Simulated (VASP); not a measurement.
Runs of VASP 6.6.1 on Pb. The structure is that of space group I4/mmm (No. 139), or close to it. The cells are those of the table. 

```csv
cell,gap on the mesh (eV),pressure (GPa)
"a = 3.284, b = 3.284, c = 3.353 Å, angles 59.3, 59.3, 61.4°, 1 atom",none,15.3
"a = 3.424, b = 3.424, c = 3.493 Å, angles 59.3, 59.3, 61.3°, 1 atom",none,(b)
"a = 3.429, b = 3.429, c = 3.213 Å, angles 62.1, 62.1, 55.9°, 1 atom",none,11.8
"a = 3.496, b = 3.496, c = 3.353 Å, angles 61.3, 61.3, 57.3°, 1 atom",none,(c)
"a = 3.504, b = 3.504, c = 3.213 Å, angles 62.7, 62.7, 54.6°, 1 atom",none,(a)
"a = 3.356, b = 3.356, c = 3.213 Å, angles 61.4, 61.4, 57.2°, 1 atom",none,15.5
"a = 3.703, b = 3.703, c = 3.772 Å, angles 59.4, 59.4, 61.2°, 1 atom",none,-3.9
"a = 3.356, b = 3.356, c = 3.493 Å, angles 58.6, 58.6, 62.7°, 1 atom",none,7.9
```

Alike in all rows: task single point; level PBE; potentials or basis VASP PAW PBE potentials, release 64 (Pb_d); no spin polarisation; k mesh 16 × 16 × 16; cutoff (eV) 520; smearing gaussian 0.15 eV.

Q: Fill in the values left out.

A: (a) 8.8; (b) 5.0; (c) 5.2.

Caveats: spin-orbit coupling is left out, which moves the levels of the heavy elements; the cell stands under pressure (at least some runs); the cell stands under tension (at least some runs).

A k mesh can miss the band edges, and the runs leave out spin-orbit coupling on Pb.

A gap of «none» marks levels without a gap at the run's occupations.
